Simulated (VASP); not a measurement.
# Ga (P6/mmm) in VASP: notebook

The runs below take Ga through relaxation of shape and atoms at fixed volume, with PBE.

All numbers are computed with VASP 6.6.1; they aren't measurements. Logs are shortened: lines on timing, memory, paths and dates and some standing lists are left out, and cuts for length are marked.

## Step 1: The cell of the first run

The structure is hexagonal, space group P6/mmm (No. 191). Conventional cell: a = 2.191 Å, b = 2.191 Å, c = 2.098 Å, α = 90.00°, β = 90.00°, γ = 120.00°. Within 2.8 Å of Ga (site symmetry 6/mmm) lie 8 Ga at 2.10 to 2.19 Å.

## Step 2: Relaxation of shape and atoms at fixed volume, PBE

INCAR

```
PREC = Accurate
ENCUT = 600
EDIFF = 1E-6
ISMEAR = -1
SIGMA = 0.05
LREAL = False
LASPH = True
NELM = 100
ALGO = Normal
ISIF = 4
LWAVE = False
LCHARG = False
GGA = PE
IBRION = 2
NSW = 50
EDIFFG = -0.005
```

KPOINTS

```
regular mesh
0
Gamma
  17 17 15
```

POSCAR

```
Ga
1.0
    2.1910049955      0.0000000000      0.0000000000
   -1.0955024978      1.8974659860      0.0000000000
    0.0000000000      0.0000000000      2.0975200117
Ga
1
Direct
    0.0000000000      0.0000000000      0.0000000000
```

Potentials or basis: VASP PAW PBE potentials, release 64 (Ga_d).

Run with:

```sh
$ cat potpaw_PBE.64/Ga_d/POTCAR > POTCAR
$ mpirun -np 1 vasp_std > vasp.out
```

OUTCAR:

```text
PREC = Accurate
   ENCUT = 600
   EDIFF = 1E-6
   ISMEAR = -1
   LREAL = False
   LASPH = True
   NELM = 100
   ISIF = 4
   GGA = PE
   IBRION = 2
   NSW = 50
   EDIFFG = -0.005

 ion  position               nearest neighbor table
   1  0.000  0.000  0.000-

  LATTYP: Found a hexagonal cell.
 ALAT       =     2.1910049955
 C/A-ratio  =     0.9573323730

  Lattice vectors:

 A1 = (   2.1910049955,   0.0000000000,   0.0000000000)
 A2 = (  -1.0955024978,   1.8974659860,   0.0000000000)
 A3 = (   0.0000000000,   0.0000000000,   2.0975200117)

Analysis of symmetry for initial positions (statically):
=====================================================================
 Subroutine PRICEL returns:
 Original cell was already a primitive cell.

 Routine SETGRP: Setting up the symmetry group for a
 hexagonal supercell.

 Subroutine GETGRP returns: Found 24 space group operations
 (whereof 24 operations were pure point group operations)
 out of a pool of 24 trial point group operations.

The static configuration has the point symmetry D_6h.

Analysis of symmetry for dynamics (positions and initial velocities):
=====================================================================
 Subroutine PRICEL returns:
 Original cell was already a primitive cell.

 Routine SETGRP: Setting up the symmetry group for a
 hexagonal supercell.

 Subroutine GETGRP returns: Found 24 space group operations
 (whereof 24 operations were pure point group operations)
 out of a pool of 24 trial point group operations.

The dynamic configuration has the point symmetry D_6h.

 Subroutine INISYM returns: Found 24 space group operations
 (whereof 24 operations are pure point group operations),
 and found     1 'primitive' translations

----------------------------------------------------------------------------------------

                                     Primitive cell

  volume of cell :       8.7201

  direct lattice vectors                    reciprocal lattice vectors
     2.191004996  0.000000000  0.000000000     0.456411556  0.263509335  0.000000000
    -1.095502498  1.897465986  0.000000000     0.000000000  0.527018670  0.000000000
     0.000000000  0.000000000  2.097520012     0.000000000  0.000000000  0.476753497

  length of vectors
     2.191004996  2.191004996  2.097520012     0.527018670  0.527018670  0.476753497

  position of ions in fractional coordinates (direct lattice)
     0.000000000  0.000000000  0.000000000

  ion indices of the primitive-cell ions
   primitive index   ion index
                 1           1

----------------------------------------------------------------------------------------

 KPOINTS: regular mesh

Automatic generation of k-mesh.
 Grid dimensions read from file:
 generate k-points for:   17   17   15

 Generating k-lattice:

  Cartesian coordinates                     Fractional coordinates (reciprocal lattice)
     0.026847739  0.015500549  0.000000000     0.058823529  0.000000000  0.000000000
     0.000000000  0.031001098  0.000000000     0.000000000  0.058823529  0.000000000
     0.000000000  0.000000000  0.031783566     0.000000000  0.000000000  0.066666667

  Length of vectors
     0.031001098  0.031001098  0.031783566

  Shift w.r.t. Gamma in fractional coordinates (k-lattice)
     0.000000000  0.000000000  0.000000000

 Subroutine IBZKPT returns following result:
 ===========================================

 Found    264 irreducible k-points:

 Following reciprocal coordinates:
            Coordinates               Weight
  0.000000  0.000000  0.000000      1.000000
  0.058824  0.000000  0.000000      6.000000
  0.117647  0.000000  0.000000      6.000000
  0.176471  0.000000  0.000000      6.000000
  0.235294  0.000000  0.000000      6.000000
  0.294118  0.000000  0.000000      6.000000
[... 16 lines left out ...]
  0.411765  0.117647  0.000000     12.000000
  0.176471  0.176471  0.000000      6.000000
 [... further k-points ...]
   k-points           NKPTS =    264   k-points in BZ     NKDIM =    264   number of bands    NBANDS=     10
   number of dos      NEDOS =    301   number of ions     NIONS =      1
   total plane-waves  NPLWV =   5832
   dimension x,y,z NGX =    18 NGY =   18 NGZ =   18
   dimension x,y,z NGXF=    36 NGYF=   36 NGZF=   36
   ions per type =               1
   NGX,Y,Z   is equivalent  to a cutoff of  13.66, 13.66, 14.27 a.u.
   NGXF,Y,Z  is equivalent  to a cutoff of  27.32, 27.32, 28.53 a.u.
 SYSTEM =  unknown system
   PREC   = accura    normal or accurate (medium, high low for compatibility)
   ISTART =      0    job   : 0-new  1-cont  2-samecut
   ICHARG =      2    charge: 1-file 2-atom 10-const
   ISPIN  =      1    spin polarized calculation?
   LNONCOLLINEAR =      F non collinear calculations
   LSORBIT =      F    spin-orbit coupling
   LASPH  =      T    aspherical Exc in radial PAW
   ENCUT  =  600.0 eV  44.10 Ry    6.64 a.u.   4.38  4.38  4.19*2*pi/ulx,y,z
   NELM   =    100;   NELMIN=  2; NELMDL= -5     # of ELM steps
   EDIFF  = 0.1E-05   stopping-criterion for ELM
   LREAL  =      F    real-space projection
   EDIFFG = -.5E-02   stopping-criterion for IOM
   NSW    =     50    number of steps for IOM
   IBRION =      2    ionic relax: 0-MD 1-quasi-New 2-CG
   NFREE  =      1    steps in history (QN), initial steepest desc. (CG)
   ISIF   =      4    stress and relaxation
   ISYM   =      2    0-nonsym 1-usesym 2-fastsym
   POTIM  = 0.5000    time-step for ionic-motion
   TEBEG  =    0.0;   TEEND  =   0.0 temperature during run
   PSTRESS=    0.0 pullay stress
   NELECT =      13.0000    total number of electrons
   NUPDOWN=      -1.0000    fix difference up-down
   EMIN   =  10.00;   EMAX   =-10.00  energy-range for DOS
   EFERMI =   0.00;   METHOD = LEGACY
   ISMEAR =    -1;   SIGMA  =   0.05  broadening in eV -4-tet -1-fermi 0-gaus
   EFERMI_NEDOS =   21; number of points for ismear=-14 and -15
   IALGO  =     38    algorithm
   IMIX   =      4    mixing-type and parameters
     AMIX     =   0.40;   BMIX     =  1.00
     AMIX_MAG =   1.60;   BMIX_MAG =  1.00
  volume/ion in A,a.u.               =       8.72        58.85
  Fermi-wavevector in a.u.,A,eV,Ry     =   1.870172  3.534112 47.586945  3.497542
  Thomas-Fermi vector in A             =   2.916048
   LORBIT       =      0    0 simple, 1 ext, 2 COOP (PROOUT), +10 PAW based schemes
   GGA     = PE    functional components
   LHFCALC =     F    Hartree Fock is set to
   AEXX    =    0.0000 exact exchange contribution
   IVDW    =     0    specifies the selected vdW correction
   LEPSILON=     F    determine dielectric tensor
   LRPA    =     F    only Hartree local field effects (RPA)
 conjugate gradient relaxation of ions
 non-spin polarized calculation
  energy-cutoff  :      600.00
  volume of cell :        8.72
 maximum number of plane-waves:       308
 NGX is ok and might be reduce to    18
   NGX =  9   NGY =  9   NGZ =  9

--------------------------------------- Ionic step        1  -------------------------------------------

 number of electron      12.9999996 magnetization

 Free energy of the ion-electron system (eV)
  ---------------------------------------------------
  ext. energy  EPLUGINS =         0.00000000
  ---------------------------------------------------
  free energy    TOTEN  =         1.43731030 eV

  energy without entropy =        1.43977710  energy(sigma->0) =        1.43854370

------------------------ aborting loop because EDIFF is reached ----------------------------------------

  FORCE on cell =-STRESS in cart. coord.  units (eV):
  Direction    XX          YY          ZZ          XY          YZ          ZX
  --------------------------------------------------------------------------------------
  -------------------------------------------------------------------------------------
  Total       14.7073412     14.7073412     15.6998104     -0.0000000      0.0000000     -0.0000000
  in kB     2702.2235204   2702.2235206   2884.5728436     -0.0000001      0.0000000     -0.0000000
  external PRESSURE =    2763.0066282 kB  Pullay stress =       0.0000000 kB
[... 90 lines left out ...]
  energy  without entropy=        1.4360745649  energy(sigma->0) =        1.43492990

--------------------------------------- Ionic step        4  -------------------------------------------

 number of electron      12.9999997 magnetization

 Free energy of the ion-electron system (eV)
  ---------------------------------------------------
  ext. energy  EPLUGINS =         0.00000000
  ---------------------------------------------------
  free energy    TOTEN  =         1.43378447 eV

  energy without entropy =        1.43606650  energy(sigma->0) =        1.43492549

 E-fermi :  15.8527     XC(G=0): -15.4969

 val. band max:       15.8470258101   @ k =   0.3529   0.1765   0.4667
 cond. band min:      15.8814862504   @ k =   0.2941   0.1765   0.0000
 fundamental gap:      0.0344604403
 Fermi energy:        15.8526701513

 k-point     1 :       0.0000    0.0000    0.0000
  band No.  band energies     occupation
      1      -3.2842      2.00000
      2      -2.5903      2.00000
      3      -1.3261      2.00000
      4      -1.3261      2.00000
      5       0.0680      2.00000
      6       0.0680      2.00000
      7      29.6525      0.00000
      8      34.7855      0.00000
      9      36.6391      0.00000
     10      38.4494      0.00000
[... 287 lines left out ...]
 k-point    24 :       0.1765    0.1765    0.0000
  band No.  band energies     occupation
      1      -2.1826      2.00000
      2      -1.8108      2.00000
      3      -1.0954      2.00000
      4      -0.4562      2.00000
      5      -0.1008      2.00000
      6       1.7078      2.00000
      7      22.2201      0.00000
      8      22.7231      0.00000
      9      34.6562      0.00000
     10      37.2607      0.00000

 [... further k-points ...]

------------------------ aborting loop because EDIFF is reached ----------------------------------------

  FORCE on cell =-STRESS in cart. coord.  units (eV):
  Direction    XX          YY          ZZ          XY          YZ          ZX
  --------------------------------------------------------------------------------------
  -------------------------------------------------------------------------------------
  Total       15.0370975     15.0370975     15.0311076     -0.0000000      0.0000000     -0.0000000
  in kB     2762.8106262   2762.8106265   2761.7100814     -0.0000001      0.0000000     -0.0000000
  external PRESSURE =    2762.4437780 kB  Pullay stress =       0.0000000 kB
[... 16 lines left out ...]
  FREE ENERGIE OF THE ION-ELECTRON SYSTEM (eV)
  ---------------------------------------------------
  free  energy   TOTEN  =         1.4337844704 eV

  energy  without entropy=        1.4360665009  energy(sigma->0) =        1.43492549

 reached required accuracy - stopping structural energy minimisation
```

It took 44 s on 1 thread of Intel Xeon Platinum 8488C (Sapphire Rapids), shared host; peak memory 0.15 GiB.

What came out:

| Property | Result |
| --- | --- |
| Free energy | 1.4338 eV |
| Energy gained by relaxing | 3.5 meV/atom |
| Ionic steps | 4 |
| Pressure after relaxing | 276.2 GPa |

The path:
| step | energy change (eV) | largest force (eV/Å) | pressure (GPa) | volume (Å³) |
| --- | --- | --- | --- | --- |
| 1 | 0.0000 | 0.0000 | 276.30 | 8.72 |
| 2 | 0.0367 | 0.0000 | 277.32 | 8.72 |
| 3 | -0.0035 | 0.0000 | 276.37 | 8.72 |
| 4 | -0.0035 | 0.0000 | 276.24 | 8.72 |

Final structure:
```
Ga
1.0
     2.18319    0.00000    0.00000
    -1.09159    1.89070    0.00000
     0.00000    0.00000    2.11257
Ga
1
Direct
  0.00000 0.00000 0.00000
```

(Continued in part 2 of 2.)
